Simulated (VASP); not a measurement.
KBr: single point with LDA

Crystal: KBr.

```xyz
2
Lattice="4.0164 0.0000 0.0000 0.0000 4.0164 0.0000 0.0000 0.0000 4.0164" Properties=species:S:1:pos:R:3 pbc="T T T"
K     0.0000    0.0000    0.0000
Br    2.0082    2.0082    2.0082
```

| Item | Value |
| --- | --- |
| Program | VASP 6.6.1 |
| Task | single point |
| Functional | LDA |
| Potentials or basis | VASP PAW LDA potentials, release 64 (K_sv, Br) |
| Cutoff | 500 eV |
| k mesh | 6 × 6 × 6 |
| Occupations | gaussian, width 0.01 eV |
| Spin | no spin polarisation |
| Dipole correction | no |
| Further INCAR settings | ALGO = Normal; EDIFF = 1e-06; NBANDS = 15 |

```json
{"Pressure": "-2.4 GPa", "Band gap on the k mesh": "3.54 eV, indirect (least direct gap 3.82 eV)"}
```

Levels at points of the mesh, in eV from the valence-band top:
| k point | band 5 | band 6 | band 7 | band 8 | band 9 | band 10 | band 11 | band 12 |
| --- | --- | --- | --- | --- | --- | --- | --- | --- |
| (0.00, 0.00, 0.00) | -11.90 | -0.28 | -0.28 | -0.28 | 3.54 | 5.55 | 5.55 | 9.55 |
| (0.50, 0.00, 0.00) | -11.74 | -2.09 | -0.25 | -0.25 | 6.23 | 6.89 | 7.46 | 8.71 |
| (0.50, 0.50, 0.00) | -11.86 | -1.46 | -1.46 | 0.00 | 4.91 | 6.25 | 7.86 | 7.86 |
| (0.50, 0.50, 0.50) | -12.03 | -1.52 | -1.52 | -1.52 | 7.15 | 7.15 | 7.15 | 9.28 |

Run time: 24 s on 1 thread of Intel Xeon 8259CL (shared host), peak memory 0.15 GiB.

A k mesh can miss the band edges. As with any semilocal functional, this LDA gap is likely too small.
